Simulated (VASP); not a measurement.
A run of VASP 6.6.1:

File INCAR:

```
ALGO = Normal ; EDIFF = 1E-6
ENCUT = 520 ; GGA = PS
ISIF = 2 ; ISMEAR = -1
LASPH = True ; LCHARG = False
LREAL = False ; LWAVE = False
NBANDS = 16 ; NELM = 60
PREC = Accurate ; SIGMA = 0.05
```

KPOINTS

```
k-points
0
Gamma
  10 10 10
```

Contents of POSCAR:

```
TiRe
1.0
    3.1180000000      0.0000000000      0.0000000000
    0.0000000000      3.1180000000      0.0000000000
    0.0000000000      0.0000000000      3.1180000000
Ti Re
1 1
Direct
    0.5000000000      0.5000000000      0.5000000000
    0.0000000000      0.0000000000      0.0000000000
```

Potentials or basis: VASP PAW PBE potentials, release 64 (Ti_sv, Re).

The run is started by

```bash
$ cat potpaw_PBE.64/Ti_sv/POTCAR potpaw_PBE.64/Re/POTCAR > POTCAR
$ mpirun -np 1 vasp_std > vasp.out
```

Hardware: 1 thread of Intel(R) Xeon(R) Platinum 8488C (Sapphire Rapids), with other jobs on the host.

Estimate the wall time of this run.

It took 12 s on 1 thread of Intel(R) Xeon(R) Platinum 8488C (Sapphire Rapids), on a shared host, peak memory 0.16 GiB. Counts: scf iterations 13, k points 56.
